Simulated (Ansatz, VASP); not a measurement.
## ZnCu: VASP beside Ansatz

```xyz
2
Lattice="2.9450 0.0000 0.0000 0.0000 2.9450 0.0000 0.0000 0.0000 2.9450" Properties=species:S:1:pos:R:3 pbc="T T T"
Zn    1.4725    1.4725    1.4725
Cu    0.0000    0.0000    0.0000
```

Alike in both runs: task relaxation of cell and atoms; functional PBEsol; dispersion D3(BJ); k mesh 9 × 9 × 9; occupations fermi-dirac, width 0.05 eV; no spin polarisation.

|  | VASP | Ansatz |
| --- | --- | --- |
| version | VASP 6.6.1 | Ansatz 0.2.0 |
| potentials or method | VASP PAW PBE potentials, release 64 (Zn, Cu_sv_GW) | Ansatz PAW |
| plane-wave cutoff (eV) | 820 | 420 |
| valence electrons in the cell | 31 | 31 |

```csv
,VASP,Ansatz,Ansatz less VASP
"gap on the k mesh at the Fermi level, each at its own relaxed structure (eV)",none,none,-
relaxed volume (Å³/atom),11.81,11.78,-0.020
relaxed length of the cell vector where the two differ most in proportion (Å),2.869,2.867,-0.0016
```

VASP's potentials were made for PBE, not for PBEsol. A gap of «none» marks a metal or a gap that the smearing closes.

Noted on Ansatz's run: the plane-wave basis is chosen anew once the cell has moved, so the energies of steps on either side of that aren't comparable.
